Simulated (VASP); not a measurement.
# SrAg5 (P6/mmm) in VASP: single point with LDA

Aim: the single point of SrAg5 with LDA.

Everything below comes from runs of VASP 6.6.1. Logs are shortened: lines on timing, memory, paths and dates and some standing lists are left out, and cuts for length are marked.

## 1. The cell of the first run

The structure is hexagonal, space group P6/mmm (No. 191). The conventional cell has a = 5.675 Å, b = 5.675 Å, c = 4.619 Å, α = 90.00°, β = 90.00°, γ = 120.00°. Sr (site symmetry 6/mmm) has 18 Ag at 3.28 to 3.66 Å within 4.3 Å. Ag (site symmetry -6m2) has 9 Ag at 2.83 to 3.28 Å and 3 Sr at 3.28 Å within 3.7 Å. Ag (site symmetry mmm) has 8 Ag at 2.83 to 2.84 Å and 4 Sr at 3.66 Å within 3.7 Å.

## 2. Single point, LDA

The input, INCAR:

```
PREC = Accurate ; ENCUT = 520
EDIFF = 1E-6 ; ISMEAR = 1
SIGMA = 0.15 ; LREAL = False
LASPH = True ; NELM = 80
ALGO = Normal ; ISIF = 2
LWAVE = False ; LCHARG = True
LELF = True ; LVHAR = True
NBANDS = 42
```

The input, KPOINTS:

```
Automatic mesh
0
Gamma
  5 5 5
```

The input, POSCAR:

```
SrAg5
1.0
    5.6750000000      0.0000000000      0.0000000000
   -2.8375000000      4.9146940000      0.0000000000
    0.0000000000      0.0000000000      4.6190000000
Sr Ag
1 5
Direct
    0.0000000000      0.0000000000      0.0000000000
    0.3333330000      0.6666670000      0.0000000000
    0.6666670000      0.3333330000      0.0000000000
    0.5000000000      0.0000000000      0.5000000000
    0.5000000000      0.5000000000      0.5000000000
    0.0000000000      0.5000000000      0.5000000000
```

Potentials or basis: VASP PAW LDA potentials, release 64 (Sr_sv, Ag).

On the command line:

```console
$ cat potpaw_LDA.64/Sr_sv/POTCAR potpaw_LDA.64/Ag/POTCAR > POTCAR
$ mpirun -np 1 vasp_std > vasp.out
```

OUTCAR:

```text
PREC = Accurate
   ENCUT = 520
   EDIFF = 1E-6
   ISMEAR = 1
   LREAL = False
   LASPH = True
   NELM = 80
   ISIF = 2

 ion  position               nearest neighbor table
   1  0.000  0.000  0.000-   2 3.28   3 3.28   2 3.28   3 3.28   3 3.28   2 3.28   5 3.66   6 3.66
                             5 3.66   6 3.66   6 3.66   6 3.66   5 3.66   5 3.66   4 3.66   4 3.66
   2  0.333  0.667  0.000-   4 2.83   4 2.83   6 2.83   6 2.83   5 2.83   5 2.83   3 3.28   1 3.28
                             3 3.28   1 3.28   1 3.28   3 3.28
   3  0.667  0.333  0.000-   4 2.83   4 2.83   6 2.83   6 2.83   5 2.83   5 2.83   2 3.28   1 3.28
                             2 3.28   1 3.28   1 3.28   2 3.28
   4  0.500  0.000  0.500-   2 2.83   3 2.83   2 2.83   3 2.83   5 2.84   6 2.84   5 2.84   6 2.84
                             1 3.66   1 3.66   1 3.66   1 3.66
   5  0.500  0.500  0.500-   2 2.83   3 2.83   2 2.83   3 2.83   4 2.84   4 2.84   6 2.84   6 2.84
                             1 3.66   1 3.66   1 3.66   1 3.66
   6  0.000  0.500  0.500-   2 2.83   3 2.83   2 2.83   3 2.83   4 2.84   4 2.84   5 2.84   5 2.84
                             1 3.66   1 3.66   1 3.66   1 3.66

  LATTYP: Found a hexagonal cell.
 ALAT       =     5.6750000000
 C/A-ratio  =     0.8139207048

  Lattice vectors:

 A1 = (   5.6750000000,   0.0000000000,   0.0000000000)
 A2 = (  -2.8375000000,   4.9146940000,   0.0000000000)
 A3 = (   0.0000000000,   0.0000000000,   4.6190000000)

Analysis of symmetry for initial positions (statically):
=====================================================================
 Subroutine PRICEL returns:
 Original cell was already a primitive cell.

 Routine SETGRP: Setting up the symmetry group for a
 hexagonal supercell.

 Subroutine GETGRP returns: Found 24 space group operations
 (whereof 24 operations were pure point group operations)
 out of a pool of 24 trial point group operations.

The static configuration has the point symmetry D_6h.

Analysis of symmetry for dynamics (positions and initial velocities):
=====================================================================
 Subroutine PRICEL returns:
 Original cell was already a primitive cell.

 Routine SETGRP: Setting up the symmetry group for a
 hexagonal supercell.

 Subroutine GETGRP returns: Found 24 space group operations
 (whereof 24 operations were pure point group operations)
 out of a pool of 24 trial point group operations.

The dynamic configuration has the point symmetry D_6h.

 Subroutine INISYM returns: Found 24 space group operations
 (whereof 24 operations are pure point group operations),
 and found     1 'primitive' translations

----------------------------------------------------------------------------------------

                                     Primitive cell

  volume of cell :     128.8280

  direct lattice vectors                    reciprocal lattice vectors
     5.675000000  0.000000000  0.000000000     0.176211454  0.101735734  0.000000000
    -2.837500000  4.914694000  0.000000000     0.000000000  0.203471467  0.000000000
     0.000000000  0.000000000  4.619000000     0.000000000  0.000000000  0.216497077

  length of vectors
     5.675000000  5.674999856  4.619000000     0.203471462  0.203471467  0.216497077

  position of ions in fractional coordinates (direct lattice)
     0.000000000  0.000000000  0.000000000
     0.333333000  0.666667000  0.000000000
     0.666667000  0.333333000  0.000000000
     0.500000000  0.000000000  0.500000000
     0.500000000  0.500000000  0.500000000
     0.000000000  0.500000000  0.500000000

  ion indices of the primitive-cell ions
   primitive index   ion index
                 1           1
                 2           2
                 3           3
                 4           4
                 5           5
                 6           6

----------------------------------------------------------------------------------------

 KPOINTS: Automatic mesh

Automatic generation of k-mesh.
 Grid dimensions read from file:
 generate k-points for:    5    5    5

 Generating k-lattice:

  Cartesian coordinates                     Fractional coordinates (reciprocal lattice)
     0.035242291  0.020347147  0.000000000     0.200000000  0.000000000  0.000000000
     0.000000000  0.040694293  0.000000000     0.000000000  0.200000000  0.000000000
     0.000000000  0.000000000  0.043299415     0.000000000  0.000000000  0.200000000

  Length of vectors
     0.040694292  0.040694293  0.043299415

  Shift w.r.t. Gamma in fractional coordinates (k-lattice)
     0.000000000  0.000000000  0.000000000

 Subroutine IBZKPT returns following result:
 ===========================================

 Found     15 irreducible k-points:

 Following reciprocal coordinates:
            Coordinates               Weight
  0.000000  0.000000  0.000000      1.000000
  0.200000 -0.000000  0.000000      6.000000
  0.400000 -0.000000  0.000000      6.000000
  0.200000  0.200000  0.000000      6.000000
  0.400000  0.200000  0.000000      6.000000
  0.000000  0.000000  0.200000      2.000000
  0.200000 -0.000000  0.200000     12.000000
  0.400000 -0.000000  0.200000     12.000000
  0.200000  0.200000  0.200000     12.000000
  0.400000  0.200000  0.200000     12.000000
  0.000000  0.000000  0.400000      2.000000
  0.200000 -0.000000  0.400000     12.000000
  0.400000 -0.000000  0.400000     12.000000
  0.200000  0.200000  0.400000     12.000000
  0.400000  0.200000  0.400000     12.000000
   k-points           NKPTS =     15   k-points in BZ     NKDIM =     15   number of bands    NBANDS=     42
   number of dos      NEDOS =    301   number of ions     NIONS =      6
   total plane-waves  NPLWV =  63504
   dimension x,y,z NGX =    42 NGY =   42 NGZ =   36
   dimension x,y,z NGXF=    84 NGYF=   84 NGZF=   72
   ions per type =               1   5
   NGX,Y,Z   is equivalent  to a cutoff of  12.30, 12.30, 12.96 a.u.
   NGXF,Y,Z  is equivalent  to a cutoff of  24.61, 24.61, 25.91 a.u.
 SYSTEM =  unknown system
   PREC   = accura    normal or accurate (medium, high low for compatibility)
   ISTART =      0    job   : 0-new  1-cont  2-samecut
   ICHARG =      2    charge: 1-file 2-atom 10-const
   ISPIN  =      1    spin polarized calculation?
   LNONCOLLINEAR =      F non collinear calculations
   LSORBIT =      F    spin-orbit coupling
   LASPH  =      T    aspherical Exc in radial PAW
   ENCUT  =  520.0 eV  38.22 Ry    6.18 a.u.  10.55 10.55  8.59*2*pi/ulx,y,z
   NELM   =     80;   NELMIN=  2; NELMDL= -5     # of ELM steps
   EDIFF  = 0.1E-05   stopping-criterion for ELM
   LREAL  =      F    real-space projection
   EDIFFG = 0.1E-04   stopping-criterion for IOM
   NSW    =      0    number of steps for IOM
   IBRION =     -1    ionic relax: 0-MD 1-quasi-New 2-CG
   NFREE  =      0    steps in history (QN), initial steepest desc. (CG)
   ISIF   =      2    stress and relaxation
   ISYM   =      2    0-nonsym 1-usesym 2-fastsym
   POTIM  = 0.5000    time-step for ionic-motion
   TEBEG  =    0.0;   TEEND  =   0.0 temperature during run
   PSTRESS=    0.0 pullay stress
   NELECT =      65.0000    total number of electrons
   NUPDOWN=      -1.0000    fix difference up-down
   EMIN   =  10.00;   EMAX   =-10.00  energy-range for DOS
   EFERMI =   0.00;   METHOD = LEGACY
   ISMEAR =     1;   SIGMA  =   0.15  broadening in eV -4-tet -1-fermi 0-gaus
   EFERMI_NEDOS =   21; number of points for ismear=-14 and -15
   IALGO  =     38    algorithm
   IMIX   =      4    mixing-type and parameters
     AMIX     =   0.40;   BMIX     =  1.00
     AMIX_MAG =   1.60;   BMIX_MAG =  1.00
  volume/ion in A,a.u.               =      21.47       144.90
  Fermi-wavevector in a.u.,A,eV,Ry     =   1.303294  2.462869 23.110532  1.698576
  Thomas-Fermi vector in A             =   2.434306
   LORBIT       =      0    0 simple, 1 ext, 2 COOP (PROOUT), +10 PAW based schemes
   GGA     = CA    functional components
   LHFCALC =     F    Hartree Fock is set to
   AEXX    =    0.0000 exact exchange contribution
   IVDW    =     0    specifies the selected vdW correction
   LEPSILON=     F    determine dielectric tensor
   LRPA    =     F    only Hartree local field effects (RPA)
 non-spin polarized calculation
 Methfessel and Paxton  Order N= 1 SIGMA  =   0.15
  energy-cutoff  :      520.00
  volume of cell :      128.83
 maximum number of plane-waves:      3503
 NGX is ok and might be reduce to    42
   NGX = 21   NGY = 21   NGZ = 17

 number of electron      65.0000024 magnetization

 Free energy of the ion-electron system (eV)
  ---------------------------------------------------
  ext. energy  EPLUGINS =         0.00000000
  ---------------------------------------------------
  free energy    TOTEN  =       -21.68760303 eV

  energy without entropy =      -21.68391229  energy(sigma->0) =      -21.68637278

 E-fermi :   6.0859     XC(G=0): -11.1652

 val. band max:        6.0634038279   @ k =   0.4000  -0.0000   0.2000
 cond. band min:       6.1543881926   @ k =   0.4000  -0.0000   0.2000
 fundamental gap:      0.0909843647
 Fermi energy:         6.0859089604

 k-point     1 :       0.0000    0.0000    0.0000
  band No.  band energies     occupation
      1     -29.4957      2.00000
      2     -11.6238      2.00000
      3     -11.6238      2.00000
      4     -11.6044      2.00000
      5      -1.2551      2.00000
      6      -0.1515      2.00000
[... 34 lines left out ...]
     41      12.3287      0.00000
     42      12.3287      0.00000

 k-point     2 :       0.2000   -0.0000    0.0000
  band No.  band energies     occupation
      1     -29.4955      2.00000
      2     -11.6291      2.00000
      3     -11.6240      2.00000
      4     -11.6048      2.00000
      5      -1.0290      2.00000
      6       0.0294      2.00000
[... 574 lines left out ...]
     41      11.7462      0.00000
     42      12.0469      0.00000

 k-point    15 :       0.4000    0.2000    0.4000
  band No.  band energies     occupation
      1     -29.4938      2.00000
      2     -11.6523      2.00000
      3     -11.6283      2.00000
      4     -11.6223      2.00000
      5       0.0458      2.00000
      6       0.1530      2.00000
[... 34 lines left out ...]
     41      12.3971      0.00000
     42      13.4608      0.00000

------------------------ aborting loop because EDIFF is reached ----------------------------------------

  FORCE on cell =-STRESS in cart. coord.  units (eV):
  Direction    XX          YY          ZZ          XY          YZ          ZX
  --------------------------------------------------------------------------------------
  -------------------------------------------------------------------------------------
  Total       -4.5106039     -4.5106036     -3.4247540     -0.0000000     -0.0000000      0.0000000
  in kB      -56.0963959    -56.0963921    -42.5921592     -0.0000000     -0.0000000      0.0000000
  external PRESSURE =     -51.5949824 kB  Pullay stress =       0.0000000 kB

 VOLUME and BASIS-vectors are now :
 -----------------------------------------------------------------------------
  energy-cutoff  :      520.00
  volume of cell :      128.83
      direct lattice vectors                 reciprocal lattice vectors
     5.675000000  0.000000000  0.000000000     0.176211454  0.101735734  0.000000000
    -2.837500000  4.914694000  0.000000000     0.000000000  0.203471467  0.000000000
     0.000000000  0.000000000  4.619000000     0.000000000  0.000000000  0.216497077

 POSITION                                       TOTAL-FORCE (eV/Angst)
 -----------------------------------------------------------------------------------
      0.00000      0.00000      0.00000        -0.000000      0.000000      0.000000
     -0.00000      3.27646      0.00000         0.000000     -0.000000      0.000000
      2.83750      1.63823      0.00000        -0.000000      0.000000      0.000000
      2.83750      0.00000      2.30950        -0.000000      0.000000      0.000000
      1.41875      2.45735      2.30950        -0.000000      0.000000      0.000000
     -1.41875      2.45735      2.30950        -0.000000      0.000000      0.000000
 -----------------------------------------------------------------------------------
    total drift:                               -0.000000      0.000000      0.000000

  FREE ENERGIE OF THE ION-ELECTRON SYSTEM (eV)
  ---------------------------------------------------
  free  energy   TOTEN  =       -21.6876030338 eV

  energy  without entropy=      -21.6839122861  energy(sigma->0) =      -21.68637278
```

It took 76 s on 1 thread of Intel Xeon 8259CL, shared host; peak memory 0.23 GiB.

What came out:

```
Free energy            : -21.6876 eV
Pressure               : -5.2 GPa
Band gap on the k mesh : zero (an odd number of electrons rules out a gap without spin polarisation)
```

Levels at points of the mesh, in eV from the Fermi level:
| k point | band 29 | band 30 | band 31 | band 32 | band 33 | band 34 | band 35 | band 36 |
| --- | --- | --- | --- | --- | --- | --- | --- | --- |
| (0.00, 0.00, 0.00) | -2.94 | -2.90 | -0.36 | 0.47 | 0.47 | 0.65 | 1.51 | 1.51 |

Caveat: the cell stands under tension.

The gap in the log of VASP goes by the Fermi energy; the results here count the filled bands.